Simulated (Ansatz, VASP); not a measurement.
# One calculation of Mg2Si, two programs

```
CELL_PARAMETERS angstrom
0.00000 3.16982 3.16982
3.16982 0.00000 3.16982
3.16982 3.16982 0.00000
ATOMIC_POSITIONS crystal
Mg 0.25000 0.25000 0.25000
Mg 0.75000 0.75000 0.75000
Si 0.00000 0.00000 0.00000
```

Alike in both runs: task single point; functional PBE; k mesh 6 × 6 × 6; no spin polarisation.

```csv
,VASP,Ansatz
version,VASP 6.6.1,Ansatz 0.2.0
potentials or method,"VASP PAW PBE potentials, release 64 (Mg, Si), cutoff 600 eV","scalar-relativistic, plane waves, PAW"
occupations,"fermi-dirac, width 0.136057 eV",fermi-dirac
valence electrons in the cell,8,24
```

```csv
,VASP,Ansatz,Ansatz less VASP
gap on the k mesh at the Fermi level (eV),0.20,0.20,+0.002
least direct gap on the mesh (eV),1.91,1.91,+0.002
pressure (GPa),0.5,0.6,+0.12
```

VASP's potentials hold 8 valence electrons a cell and Ansatz's 24, so a difference there can come from the potentials and not from the codes.
